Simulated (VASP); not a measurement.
Input of a VASP 6.6.1 run:

The input INCAR:

```
PREC = Accurate
ENCUT = 520
EDIFF = 1E-8
ISMEAR = -1
SIGMA = 0.08
LREAL = False
LASPH = True
NELM = 80
ALGO = Normal
ISIF = 2
LWAVE = False
LCHARG = False
GGA = PE
LEFG = True
NBANDS = 19
```

The input KPOINTS:

```
Automatic mesh
0
Gamma
  13 13 7
```

Contents of POSCAR:

```
Ti
1.0
    2.9499978604     -0.0294999786     -0.0294999786
   -1.5005466611      2.5695230775     -0.0107977416
   -0.0468600000     -0.0468600000      4.6860000000
Ti
2
Direct
    0.3333333333      0.6666666667      0.2500000000
    0.6666666667      0.3333333333      0.7500000000
```

Potentials or basis: VASP PAW PBE potentials, release 64 (Ti_sv).

Launch:

```bash
$ cat potpaw_PBE.64/Ti_sv/POTCAR > POTCAR
$ mpirun -np 1 vasp_std > vasp.out
```

Q: Predict the band gap on the k mesh.

A: Zero (bands 12 and 13 overlap by 1.07 eV).

Q: Predict the largest force.

A: 0.055 eV/Å.

Stress tensor (GPa, compression positive):
```
-1.67  1.27  0.84
 1.27 -1.64  0.84
 0.84  0.84 -2.06
```

Caveat: the cell differs from its parent crystal (equal xy, yz and zx shear strains of -2 %); without QUAD_EFG the Cq values of the log hold for a quadrupole moment of 1 mb, not for the nuclei.
